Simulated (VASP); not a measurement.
**W3N4: single point with PBE**

Crystal: W3N4.

```
N W
1.0
     4.12200    0.00000    0.00000
     0.00000    4.12200    0.00000
     0.00000    0.00000    4.12200
N W
4 3
Direct
  0.50000 0.50000 0.50000
  0.50000 0.00000 0.00000
  0.00000 0.50000 0.00000
  0.00000 0.00000 0.50000
  0.50000 0.50000 0.00000
  0.00000 0.50000 0.50000
  0.50000 0.00000 0.50000
```

| Property | Result |
| --- | --- |
| Program | VASP 6.6.1 |
| Task | single point |
| Functional | PBE |
| Potentials or basis | VASP PAW PBE potentials, release 64 (N, W_sv) |
| Cutoff | 520 eV |
| k mesh | 5 × 5 × 5 |
| Occupations | fermi-dirac, width 0.1 eV |
| Spin | collinear spin, ferromagnetic start |
| Starting moments | [0.0, 0.0, 0.0, 0.0, 0.2, 0.2, 0.2] μB |

```json
{
 "Pressure": "28.4 GPa",
 "Band gap on the k mesh": "zero (filled and empty bands overlap)",
 "Net moment": "0.00 μB per cell",
 "Valence electrons inside the program's atomic spheres": "N 3.92, 3.78; W 12.20"
}
```

Levels at points of the mesh, in eV from the Fermi level:
Spin up:
```tsv
k point	band 28	band 29	band 30	band 31	band 32	band 33	band 34	band 35
(0.00, 0.00, 0.00)	-3.44	-2.17	-2.17	-2.17	-0.83	-0.83	-0.83	-0.18
```
Spin down:
```
           k point  band 29  band 30  band 31  band 32  band 33  band 34
(0.00, 0.00, 0.00)    -2.17    -2.17    -2.17    -0.83    -0.83    -0.83
```

It took 48 s on 1 thread of Intel(R) Xeon(R) Platinum 8259CL CPU @ 2.50GHz (Skylake/Cascade Lake), with other jobs on the host, peak memory 0.22 GiB.

Caveat: spin-orbit coupling is left out, which moves the levels of the heavy elements.
